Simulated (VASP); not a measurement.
Input of a VASP 6.6.1 run:

Contents of INCAR:

```
SYSTEM = Pt3C2
PREC = Accurate ; ENCUT = 520
EDIFF = 1E-7 ; ISMEAR = 0
SIGMA = 0.1 ; LREAL = .False.
LASPH = .True. ; NELM = 100
ALGO = Normal ; ISIF = 2
LWAVE = .False. ; LCHARG = .True.
GGA = PE ; LELF = .True.
LVHAR = .True. ; NBANDS = 27
```

The input KPOINTS:

```
Automatic mesh
0
Gamma
  12 12 14
  0 0 0
```

Contents of POSCAR:

```
Pt3C2
1.0
    5.5056388047      0.0000000000      0.0000000000
   -2.7528194024      4.7680230689      0.0000000000
    0.0000000000      0.0000000000      2.6211517496
Pt C
3 2
Direct
    0.5000000000      0.0000000000      0.5000000000
    0.0000000000      0.5000000000      0.5000000000
    0.5000000000      0.5000000000      0.5000000000
    0.0000000000      0.0000000000      0.0000000000
    0.0000000000      0.0000000000      0.5000000000
```

Potentials or basis: VASP PAW PBE potentials, release 64 (Pt, C).

Command:

```sh
$ cat potpaw_PBE.64/Pt/POTCAR potpaw_PBE.64/C/POTCAR > POTCAR
$ mpirun -np 1 vasp_std > vasp.out
```

(1) Predict the band gap on the k mesh.

(2) Predict the pressure.

## Answers

(1) zero (bands 19 and 20 overlap by 1.52 eV).

(2) -0.3 GPa.

Caveat: spin-orbit coupling is left out, which moves the levels of the heavy elements.
